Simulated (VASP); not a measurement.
# AgCl in VASP: further runs, part 2 of 2

VASP 6.6.1. Earlier steps stand in the parts before.

## Step 4: Single point, PBE, collinear spin

This run uses another cell than the first one.

The input, INCAR:

```
SYSTEM = AgCl
ALGO = Normal
EDIFF = 1E-7
ENCUT = 520
GGA = PE
ISIF = 2
ISMEAR = 0
ISPIN = 2
LASPH = .True.
LCHARG = .False.
LMAXMIX = 4
LORBIT = 11
LREAL = .False.
LWAVE = .False.
MAGMOM = 0.5 0.5
NBANDS = 20
NELM = 150
PREC = Accurate
SIGMA = 0.05
```

The input, KPOINTS:

```
k-points
0
Gamma
  1 1 14
  0 0 0
```

The input, POSCAR:

```
AgCl
1.0
   10.1000000000      0.0000000000      0.0000000000
    0.0000000000      9.3000000000      0.0000000000
    0.0000000000      0.0000000000      4.6294759891
Ag Cl
1 1
Direct
    0.4773228658      0.5000000000      0.0000000000
    0.5226771342      0.5000000000      0.5000000000
```

Potentials or basis: VASP PAW PBE potentials, release 64 (Ag, Cl).

Run with:

```console
> cat potpaw_PBE.64/Ag/POTCAR potpaw_PBE.64/Cl/POTCAR > POTCAR
> mpirun -np 1 vasp_std > vasp.out
```

OUTCAR:

```text
SYSTEM = AgCl
   EDIFF = 1E-7
   ENCUT = 520
   GGA = PE
   ISIF = 2
   ISMEAR = 0
   ISPIN = 2
   LASPH = .True.
   LORBIT = 11
   LREAL = .False.
   NELM = 150
   PREC = Accurate

 ion  position               nearest neighbor table
   1  0.477  0.500  0.000-   2 2.36   2 2.36
   2  0.523  0.500  0.500-   1 2.36   1 2.36

  LATTYP: Found a simple orthorhombic cell.
 ALAT       =     4.6294759891
 B/A-ratio  =     2.0088666670
 C/A-ratio  =     2.1816724018

  Lattice vectors:

 A1 = (   0.0000000000,   0.0000000000,  -4.6294759891)
 A2 = (   0.0000000000,   9.3000000000,   0.0000000000)
 A3 = (  10.1000000000,   0.0000000000,   0.0000000000)

Analysis of symmetry for initial positions (statically):
=====================================================================
 Subroutine PRICEL returns:
 Original cell was already a primitive cell.

 Routine SETGRP: Setting up the symmetry group for a
 simple orthorhombic supercell.

 Subroutine GETGRP returns: Found  4 space group operations
 (whereof  4 operations were pure point group operations)
 out of a pool of  8 trial point group operations.

The static configuration has the point symmetry C_2v.

Analysis of symmetry for dynamics (positions and initial velocities):
=====================================================================
 Subroutine PRICEL returns:
 Original cell was already a primitive cell.

 Routine SETGRP: Setting up the symmetry group for a
 simple orthorhombic supercell.

 Subroutine GETGRP returns: Found  4 space group operations
 (whereof  4 operations were pure point group operations)
 out of a pool of  8 trial point group operations.

The dynamic configuration has the point symmetry C_2v.

Analysis of structural, dynamic, and magnetic symmetry:
=====================================================================
 Subroutine PRICEL returns:
 Original cell was already a primitive cell.

 Routine SETGRP: Setting up the symmetry group for a
 simple orthorhombic supercell.

 Subroutine GETGRP returns: Found  4 space group operations
 (whereof  4 operations were pure point group operations)
 out of a pool of  8 trial point group operations.

The overall configuration has the point symmetry C_2v.

 Subroutine INISYM returns: Found  4 space group operations
 (whereof  4 operations are pure point group operations),
 and found     1 'primitive' translations

----------------------------------------------------------------------------------------

                                     Primitive cell

  volume of cell :     434.8467

  direct lattice vectors                    reciprocal lattice vectors
    10.100000000  0.000000000  0.000000000     0.099009901  0.000000000  0.000000000
     0.000000000  9.300000000  0.000000000     0.000000000  0.107526882  0.000000000
     0.000000000  0.000000000  4.629475989     0.000000000  0.000000000  0.216007168

  length of vectors
    10.100000000  9.300000000  4.629475989     0.099009901  0.107526882  0.216007168

  position of ions in fractional coordinates (direct lattice)
     0.477322866  0.500000000  0.000000000
[... 53 lines left out ...]
   ISTART =      0    job   : 0-new  1-cont  2-samecut
   ICHARG =      2    charge: 1-file 2-atom 10-const
   ISPIN  =      2    spin polarized calculation?
   LNONCOLLINEAR =      F non collinear calculations
   LSORBIT =      F    spin-orbit coupling
   LASPH  =      T    aspherical Exc in radial PAW
   ENCUT  =  520.0 eV  38.22 Ry    6.18 a.u.  18.78 17.29  8.61*2*pi/ulx,y,z
   NELM   =    150;   NELMIN=  2; NELMDL= -5     # of ELM steps
   EDIFF  = 0.1E-06   stopping-criterion for ELM
   LREAL  =      F    real-space projection
   EDIFFG = 0.1E-05   stopping-criterion for IOM
   NSW    =      0    number of steps for IOM
   IBRION =     -1    ionic relax: 0-MD 1-quasi-New 2-CG
   NFREE  =      0    steps in history (QN), initial steepest desc. (CG)
   ISIF   =      2    stress and relaxation
   ISYM   =      2    0-nonsym 1-usesym 2-fastsym
   POTIM  = 0.5000    time-step for ionic-motion
   TEBEG  =    0.0;   TEEND  =   0.0 temperature during run
   PSTRESS=    0.0 pullay stress
   NELECT =      18.0000    total number of electrons
   NUPDOWN=      -1.0000    fix difference up-down
   EMIN   =  10.00;   EMAX   =-10.00  energy-range for DOS
   EFERMI =   0.00;   METHOD = LEGACY
   ISMEAR =     0;   SIGMA  =   0.05  broadening in eV -4-tet -1-fermi 0-gaus
   EFERMI_NEDOS =   21; number of points for ismear=-14 and -15
   IALGO  =     38    algorithm
   IMIX   =      4    mixing-type and parameters
     AMIX     =   0.40;   BMIX     =  1.00
     AMIX_MAG =   1.60;   BMIX_MAG =  1.00
  volume/ion in A,a.u.               =     217.42      1467.25
  Fermi-wavevector in a.u.,A,eV,Ry     =   0.566309  1.070169  4.363471  0.320706
  Thomas-Fermi vector in A             =   1.604651
   LORBIT       =     11    0 simple, 1 ext, 2 COOP (PROOUT), +10 PAW based schemes
   GGA     = PE    functional components
   LHFCALC =     F    Hartree Fock is set to
   AEXX    =    0.0000 exact exchange contribution
   IVDW    =     0    specifies the selected vdW correction
   LEPSILON=     F    determine dielectric tensor
   LRPA    =     F    only Hartree local field effects (RPA)
 spin polarized calculation
 Gauss-broadening in eV      SIGMA  =   0.05
  energy-cutoff  :      520.00
  volume of cell :      434.85
 maximum number of plane-waves:     11735
 NGX is ok and might be reduce to    80
   NGX = 37   NGY = 35   NGZ = 17

 number of electron      18.0000000 magnetization      -0.0000008

 number of electron      18.0000000 magnetization       0.0000003

 Free energy of the ion-electron system (eV)
  ---------------------------------------------------
  ext. energy  EPLUGINS =         0.00000000
  ---------------------------------------------------
  free energy    TOTEN  =        -5.02981071 eV

  energy without entropy =       -5.02981071  energy(sigma->0) =       -5.02981071

 E-fermi :  -5.4031     XC(G=0):  -1.8697

 val. band max:       -5.6254191489   @ k =   0.0000   0.0000   0.5000
 cond. band min:      -2.5001860464   @ k =   0.0000   0.0000   0.0000
 fundamental gap:      3.1252331025
 Fermi energy:        -5.4030946317

 spin component 1

 k-point     1 :       0.0000    0.0000    0.0000
  band No.  band energies     occupation
      1     -19.2691      1.00000
      2      -8.8385      1.00000
      3      -7.9989      1.00000
      4      -7.5137      1.00000
      5      -7.4183      1.00000
      6      -7.2872      1.00000
[... 160 lines left out ...]
      6      -7.2896      1.00000
[... 12 lines left out ...]
     19       3.6863      0.00000
     20       4.0570      0.00000
 Fermi energy:        -5.4030946317

 spin component 2

 k-point     1 :       0.0000    0.0000    0.0000
  band No.  band energies     occupation
      1     -19.2691      1.00000
      2      -8.8385      1.00000
      3      -7.9989      1.00000
      4      -7.5137      1.00000
      5      -7.4183      1.00000
      6      -7.2872      1.00000
[... 173 lines left out ...]
     19       3.6982      0.00000
     20       4.0574      0.00000

------------------------ aborting loop because EDIFF is reached ----------------------------------------

  FORCE on cell =-STRESS in cart. coord.  units (eV):
  Direction    XX          YY          ZZ          XY          YZ          ZX
  --------------------------------------------------------------------------------------
  -------------------------------------------------------------------------------------
  Total       -0.0283005     -0.0192119     -0.0700213      0.0000000      0.0000000      0.0000000
  in kB       -0.1042723     -0.0707855     -0.2579910      0.0000000      0.0000000      0.0000000
  external PRESSURE =      -0.1443496 kB  Pullay stress =       0.0000000 kB

 VOLUME and BASIS-vectors are now :
 -----------------------------------------------------------------------------
  energy-cutoff  :      520.00
  volume of cell :      434.85
      direct lattice vectors                 reciprocal lattice vectors
    10.100000000  0.000000000  0.000000000     0.099009901  0.000000000  0.000000000
     0.000000000  9.300000000  0.000000000     0.000000000  0.107526882  0.000000000
     0.000000000  0.000000000  4.629475989     0.000000000  0.000000000  0.216007168

 POSITION                                       TOTAL-FORCE (eV/Angst)
 -----------------------------------------------------------------------------------
      4.82096      4.65000      0.00000         0.009751      0.000000      0.000000
      5.27904      4.65000      2.31474        -0.009751      0.000000      0.000000
 -----------------------------------------------------------------------------------
    total drift:                                0.000309      0.000000      0.000000

  FREE ENERGIE OF THE ION-ELECTRON SYSTEM (eV)
  ---------------------------------------------------
  free  energy   TOTEN  =        -5.0298107055 eV

  energy  without entropy=       -5.0298107055  energy(sigma->0) =       -5.02981071

 total charge

# of ion       s       p       d       tot
------------------------------------------
    1        0.303   0.164   9.309   9.775
    2        1.584   3.518   0.000   5.102
--------------------------------------------------
tot          1.886   3.682   9.309  14.877

 magnetization (x)

# of ion       s       p       d       tot
------------------------------------------
    1       -0.000  -0.000   0.000  -0.000
    2       -0.000  -0.000   0.000  -0.000
--------------------------------------------------
tot         -0.000  -0.000   0.000  -0.000
```

Run time: 5.7 min. Hardware: 1 thread of Intel Xeon Platinum 8259CL at 2.50GHz (Skylake/Cascade Lake), shared host; peak memory 0.68 GiB.

What came out:

```
Free energy                                           : -5.0298 eV
Largest force                                         : 0.010 eV/Å
Band gap on the k mesh                                : 3.13 eV (least direct gap 3.74 eV)
Net moment                                            : 0.00 μB per cell
Valence electrons inside the program's atomic spheres : Ag 9.78; Cl 5.10
```

Forces on the atoms (eV/Å):
```
Ag   0.010  0.000  0.000
Cl  -0.010  0.000  0.000
```

Levels at points of the mesh, in eV from the valence-band top:
Spin up:
| k point | band 5 | band 6 | band 7 | band 8 | band 9 | band 10 | band 11 | band 12 | band 13 | band 14 |
| --- | --- | --- | --- | --- | --- | --- | --- | --- | --- | --- |
| (0.00, 0.00, 0.00) | -1.79 | -1.66 | -1.20 | -1.00 | -0.65 | 3.13 | 6.14 | 6.38 | 6.39 | 7.19 |
| (0.00, 0.00, 0.50) | -1.67 | -1.66 | -0.48 | -0.38 | 0.00 | 5.18 | 6.08 | 7.08 | 7.15 | 8.44 |
Spin down:
```
           k point  band 5  band 6  band 7  band 8  band 9  band 10  band 11  band 12  band 13  band 14
(0.00, 0.00, 0.00)   -1.79   -1.66   -1.20   -1.00   -0.65     3.13     6.14     6.38     6.39     7.19
(0.00, 0.00, 0.50)   -1.67   -1.66   -0.48   -0.38    0.00     5.18     6.08     7.09     7.15     8.45
```

## Step 5: Overview

| cell | k mesh | gap on the mesh (eV) | moment (μB) | largest force (eV/Å) |
| --- | --- | --- | --- | --- |
| a = 9.000, b = 9.300, c = 5.050 Å, 2 atoms, atomic positions A | 1 × 1 × 13 | 2.70 | 0.00 | 0.90 |
| a = 10.100, b = 9.300, c = 4.545 Å, 2 atoms, atomic positions B | 1 × 1 × 14 | 2.83 | 0.00 | 0.89 |
| a = 10.100, b = 9.300, c = 4.629 Å, 2 atoms, atomic positions C | 1 × 1 × 14 | 3.13 | 0.00 | 0.01 |

Alike in all rows: task single point; level PBE; potentials or basis VASP PAW PBE potentials, release 64 (Ag, Cl); spin collinear; cutoff (eV) 520; smearing gaussian 0.05 eV.

Total energies depend on the potentials used, so only differences within one code and one set of settings carry meaning.
